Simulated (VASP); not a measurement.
Crystal: TmH.

```
Tm H
1.0
     0.00000    2.44500    2.44500
     2.44500    0.00000    2.44500
     2.44500    2.44500    0.00000
Tm H
1 1
Cartesian
  0.0000 0.0000 0.0000
  2.4450 2.4450 2.4450
```

```yaml
Program: VASP 6.6.1
Task: relaxation of cell and atoms
Functional: PBEsol
Potentials_or_basis: VASP PAW PBE potentials, release 64 (Tm, H)
Cutoff: 600 eV
k_mesh: 6 × 6 × 6
Occupations: fermi-dirac, width 0.1 eV
Spin: collinear spin, ferromagnetic start
Starting_moments: "[2.0, 0.0] μB"
```

At the start: pressure -1.1 GPa; volume 14.62 Å³/atom.

Question: Where does the relaxation end?

Answer: Over 4 steps the energy falls by 3.7 meV/atom and the volume is 14.06 Å³/atom (-3.8 %); space group Fm-3m (No. 225, to 0.1 Å) before and after; moment 1.14 μB per cell.

Step by step:
| step | energy change (eV) | largest force (eV/Å) | pressure (GPa) | volume (Å³) |
| --- | --- | --- | --- | --- |
| 1 | 0.0000 | 0.0000 | -1.07 | 29.23 |
| 2 | -0.0042 | 0.0000 | -1.42 | 28.82 |
| 3 | -0.0061 | 0.0000 | 1.04 | 27.62 |
| 4 | -0.0073 | 0.0000 | -0.24 | 28.11 |

Final structure:
```xyz
2
Lattice="0.0000 2.4133 2.4133 2.4133 0.0000 2.4133 2.4133 2.4133 0.0000" Properties=species:S:1:pos:R:3 pbc="T T T"
Tm    0.0000    0.0000    0.0000
H     2.4133    2.4133    2.4133
```

Caveat: the k points lie up to 0.38 Å⁻¹ apart in the final cell; the magnetic or orbital state may not be the lowest; the PAW data sets were made with another functional, which shifts forces and pressure a little; semilocal functionals describe open f shells poorly, which spoils levels, moments and volumes.
